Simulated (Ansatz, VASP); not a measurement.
**One calculation of AlNi, two programs**

File INCAR:

```
SYSTEM = AlNi
  PREC = Accurate
  ENCUT = 520
  EDIFF = 1E-6
  ISMEAR = 0
  SIGMA = 0.15
  LREAL = .FALSE.
  LASPH = .TRUE.
  NELM = 100
  ALGO = Fast
  ISIF = 2
  LWAVE = .FALSE.
  LCHARG = .TRUE.
  GGA = PE
  LELF = .TRUE.
  LVHAR = .TRUE.
  NBANDS = 28
```

The input KPOINTS:

```
regular mesh
0
G
  15 15 5
  0 0 0
```

Contents of POSCAR:

```
AlNi
1.0
    0.0000000000     -2.8927237813      0.0000000000
    0.0000000000      0.0000000000     -2.8927237813
   11.8781713440     -0.7231809453     -0.7231809453
Al Ni
3 3
Direct
    0.8630128258     -0.1369871742      0.5479486968
    0.9847792029     -0.0152207971      0.0608831885
    0.9238960143     -0.0761039857      0.3044159427
    0.3325712315      0.3325712315      0.6697150738
    0.4543376086      0.4543376086      0.1826495656
    0.3934544201      0.3934544201      0.4261823197
```

Input for Ansatz:

```yaml
crystal:
  lattice:
    - [0.0, -2.8927237813, 0.0]
    - [0.0, 0.0, -2.8927237813]
    - [11.878171344, -0.7231809453, -0.7231809453]
  atoms:
    - { symbol: Al, position: [0.8630128258, -0.1369871742, 0.5479486968] }
    - { symbol: Al, position: [0.9847792029, -0.0152207971, 0.0608831885] }
    - { symbol: Al, position: [0.9238960143, -0.0761039857, 0.3044159427] }
    - { symbol: Ni, position: [0.3325712315, 0.3325712315, 0.6697150738] }
    - { symbol: Ni, position: [0.4543376086, 0.4543376086, 0.1826495656] }
    - { symbol: Ni, position: [0.3934544201, 0.3934544201, 0.4261823197] }
basis:
  ecutwfc: 520.0
kpoints:
  mp_grid: { grid: [15, 15, 5] }
hamiltonian:
  xc: pbe
  pseudopotentials: { kind: paw, azcp: { folder: soft_1 } }
scf:
  occupations: { method: gaussian, width: 0.15 }
output:
  forces: true
  stress: true
  eigenvalues: true
```

Alike in both runs: task single point; functional PBE; k mesh 15 × 15 × 5; occupations gaussian, width 0.15 eV; no spin polarisation.

|  | VASP | Ansatz |
| --- | --- | --- |
| version | VASP 6.6.1 | Ansatz 0.2.0 |
| potentials or method | VASP PAW PBE potentials, release 64 (Al, Ni), cutoff 520 eV | scalar-relativistic, plane waves, PAW |
| valence electrons in the cell | 39 | 63 |

VASP gave:

```
gap on the k mesh at the Fermi level (eV)                     : none
pressure (GPa)                                                : -4.0
traceless stress, the component that is largest in VASP (GPa) : 1.83
rms of the force components (eV/Å)                            : 0.281
```

Which values does Ansatz return?

gap on the k mesh at the Fermi level (eV): none; pressure (GPa): -4.1; traceless stress, the component that is largest in VASP (GPa): 1.87; rms of the force components (eV/Å): 0.286.

Atom by atom the forces differ by 0.004 eV/Å (rms over components). A gap of «none» marks a metal or a gap that the smearing closes. VASP's potentials hold 39 valence electrons a cell and Ansatz's 63, so a difference there can come from the potentials and not from the codes.
